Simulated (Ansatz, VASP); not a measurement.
# Two plane-wave programs on Al2O3

File POSCAR:

```
Al2O3
1.0
    3.1381818458      0.0000000000      0.0000000000
   -1.5690909229      2.7177452001      0.0000000000
    0.0000000000      0.0000000000      7.5746360022
Al O
2 3
Direct
    0.0000000000      0.0000000000      0.2779510000
    0.0000000000      0.0000000000      0.7220490000
    0.3333333333      0.6666666667      0.1994540000
    0.6666666667      0.3333333333      0.8005460000
    0.0000000000      0.0000000000      0.5000000000
```

Contents of INCAR.step1:

```
PREC     = Accurate       # precision mode
ENCUT    = 520            # plane-wave cutoff, eV
ISMEAR   = 0              # smearing method
SIGMA    = 0.05           # smearing width, eV
LREAL    = F              # projectors in reciprocal space
LASPH    = T              # aspherical terms in the spheres
NELM     = 100            # most SCF steps
NBANDS   = 20             # bands
GGA      = PE             # functional
ALGO     = Normal         # electronic algorithm
EDIFF    = 1E-4           # SCF threshold, eV
LWAVE    = T              # write WAVECAR
LCHARG   = F              # write CHGCAR
```

Contents of INCAR.step2:

```
PREC     = Accurate       # precision mode
ENCUT    = 520            # plane-wave cutoff, eV
EDIFF    = 1E-6           # SCF threshold, eV
ISMEAR   = 0              # smearing method
SIGMA    = 0.05           # smearing width, eV
LREAL    = F              # projectors in reciprocal space
LASPH    = T              # aspherical terms in the spheres
NELM     = 100            # most SCF steps
ALGO     = Normal         # electronic algorithm
ISIF     = 2              # what is computed and relaxed
LWAVE    = F              # write WAVECAR
LCHARG   = F              # write CHGCAR
METAGGA  = R2SCAN         # meta-GGA
LMIXTAU  = T            
NBANDS   = 20             # bands
ISTART   = 1
```

File KPOINTS:

```
Automatic mesh
0
Gamma
  12 12 4
```

Input for Ansatz:

```yaml
crystal:
  lattice:
    - [3.1381818458, 0.0, 0.0]
    - [-1.5690909229, 2.7177452001, 0.0]
    - [0.0, 0.0, 7.5746360022]
  atoms:
    - { symbol: Al, position: [0.0, 0.0, 0.277951] }
    - { symbol: Al, position: [0.0, 0.0, 0.722049] }
    - { symbol: O, position: [0.3333333333, 0.6666666667, 0.199454] }
    - { symbol: O, position: [0.6666666667, 0.3333333333, 0.800546] }
    - { symbol: O, position: [0.0, 0.0, 0.5] }
basis:
  ecutwfc: 500
kpoints:
  mp_grid: { grid: [12, 12, 4] }
hamiltonian:
  xc: r2scan
scf:
  occupations: { method: gaussian, width: 0.05 }
output:
  forces: true
  stress: true
  eigenvalues: true
```

Change from the starting cell: strain +0.040 along x and y, +0.000 along z, atoms carried along.

Alike in both runs: task single point; functional r2SCAN; k mesh 12 × 12 × 4; occupations gaussian, width 0.05 eV; no spin polarisation.

|  | VASP | Ansatz |
| --- | --- | --- |
| version | VASP 6.6.1 | Ansatz 0.2.0 |
| potentials or method | VASP PAW PBE potentials, release 64 (Al, O), cutoff 520 eV | scalar-relativistic, plane waves, PAW |
| valence electrons in the cell | 24 | 24 |

VASP gave:

* gap on the k mesh at the Fermi level (eV): 2.79
* least direct gap on the mesh (eV): 2.79
* pressure (GPa): -14.9
* traceless stress, the component that is largest in VASP (GPa): 8.52
* rms of the force components (eV/Å): 0.363

Task: What did Ansatz give for the same quantities?

Result: gap on the k mesh at the Fermi level (eV): 2.81; least direct gap on the mesh (eV): 2.81; pressure (GPa): -14.8; traceless stress, the component that is largest in VASP (GPa): 8.14; rms of the force components (eV/Å): 0.347.

VASP's potentials were made for PBE, not for r2SCAN. Atom by atom the forces differ by 0.024 eV/Å (rms over components).
